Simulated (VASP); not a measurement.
A run of VASP 6.6.1 is set up as follows.

The input POSCAR:

```
HfO2
1.0
   -2.5575000000     -2.5575000000      0.0000000000
    2.5575000000     -2.5575000000      0.0000000000
   -3.4101705000      0.0000000000     10.2300000000
Hf O
4 8
Direct
   -0.6250312500      0.6250312500      0.9375000000
    0.3749937500      0.6250062500      0.1875000000
   -0.2916812500      0.2916812500      0.4375000000
    0.0416437500      0.9583562500      0.6875000000
    0.4583312500      0.0416687500      0.0625000000
   -0.2083437500      0.7083437500      0.3125000000
    0.1249812500      0.3750187500      0.5625000000
   -0.5416937500      1.0416937500      0.8125000000
    0.2916562500      0.2083437500      0.3125000000
   -0.3750187500      0.8750187500      0.5625000000
   -0.0416937500      0.5416937500      0.8125000000
   -0.0416687500      0.5416687500      0.0625000000
```

The input INCAR.step1:

```
SYSTEM = HfO2
PREC     = Accurate       ! precision mode
ENCUT    = 520            ! plane-wave cutoff, eV
ISMEAR   = 0              ! smearing method
SIGMA    = 0.05           ! smearing width, eV
LREAL    = .FALSE.        ! projectors in reciprocal space
LASPH    = .TRUE.         ! aspherical terms in the spheres
NELM     = 60             ! most SCF steps
NBANDS   = 56             ! bands
GGA      = PE             ! functional
ALGO     = Normal         ! electronic algorithm
EDIFF    = 1E-4           ! SCF threshold, eV
LWAVE    = .TRUE.         ! write WAVECAR
LCHARG   = .FALSE.        ! write CHGCAR
```

Contents of INCAR.step2:

```
SYSTEM = HfO2
PREC     = Accurate       ! precision mode
ENCUT    = 520            ! plane-wave cutoff, eV
EDIFF    = 1E-6           ! SCF threshold, eV
ISMEAR   = 0              ! smearing method
SIGMA    = 0.05           ! smearing width, eV
LREAL    = .FALSE.        ! projectors in reciprocal space
LASPH    = .TRUE.         ! aspherical terms in the spheres
NELM     = 60             ! most SCF steps
ALGO     = Normal         ! electronic algorithm
ISIF     = 2              ! what is computed and relaxed
LWAVE    = .FALSE.        ! write WAVECAR
LCHARG   = .FALSE.        ! write CHGCAR
METAGGA  = R2SCAN         ! meta-GGA
LMIXTAU  = .TRUE.       
NBANDS   = 56             ! bands
ISTART   = 1
```

The input KPOINTS:

```
regular mesh
0
G
  6 6 3
  0 0 0
```

Potentials or basis: VASP PAW PBE potentials, release 64 (Hf_pv, O).

Run with:

```bash
$ cat potpaw_PBE.64/Hf_pv/POTCAR potpaw_PBE.64/O/POTCAR > POTCAR
$ cp INCAR.step1 INCAR
$ mpirun -np 1 vasp_std > vasp.out
$ cp INCAR.step2 INCAR
$ mpirun -np 1 vasp_std > vasp.out
```

(1) Estimate the pressure.

(2) What does it give for the largest force?

(3) Estimate the band gap on the k mesh.

Answers

(1) -2.0 GPa.

(2) 10.322 eV/Å.

(3) 1.91 eV (least direct gap 2.45 eV).

Caveat: the PAW data sets were made with another functional, which shifts forces and pressure a little; spin-orbit coupling is left out, which moves the levels of the heavy elements; an odd mesh through Γ misses points on the zone boundary, where band edges can lie.
